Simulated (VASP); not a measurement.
Wanted: the native input for a VASP 6.6.1 run.

```yaml
Task: single point
Functional: LDA
Potentials_or_basis: VASP PAW LDA potentials, release 64 (Ca_sv, Zn)
Cutoff: 520 eV
k_mesh: 14 × 14 × 14
Occupations: gaussian, width 0.15 eV
Spin: no spin polarisation
Dipole_correction: no
Further_INCAR_settings: ALGO = Fast; EDIFF = 1e-06; NBANDS = 18
```

The structure of CaZn lies in POSCAR:

```
CaZn
1.0
    3.7515172102      0.0000000000      0.0000000000
    0.0000000000      3.7515172102      0.0000000000
    0.0000000000      0.0000000000      3.4513958334
Ca Zn
1 1
Direct
    0.0000000000      0.0000000000      0.0000000000
    0.5000000000      0.5000000000      0.5000000000
```

This cell differs from its parent crystal: ratio of the length along z to the lengths across it x 0.92, volume and fractional coordinates fixed.

The input as run:

INCAR

```
  PREC = Accurate
  ENCUT = 520
  EDIFF = 1E-6
  ISMEAR = 0
  SIGMA = 0.15
  LREAL = F
  LASPH = T
  NELM = 60
  ALGO = Fast
  ISIF = 2
  LWAVE = F
  LCHARG = F
  NBANDS = 18
```

KPOINTS

```
regular mesh
0
Gamma
  14 14 14
```

Potentials or basis: VASP PAW LDA potentials, release 64 (Ca_sv, Zn).

The run is started by

```console
$ cat potpaw_LDA.64/Ca_sv/POTCAR potpaw_LDA.64/Zn/POTCAR > POTCAR
$ mpirun -np 1 vasp_std > vasp.out
```

It gave:

```yaml
Pressure: -3.0 GPa
Band_gap_on_the_k_mesh: zero (bands 11 and 12 overlap by 2.06 eV)
```

Caveat: the cell stands under tension.

It took 2.1 min on 1 thread of AMD EPYC 9R45 96-Core Processor (Zen 5) (shared host), peak memory 0.32 GiB.
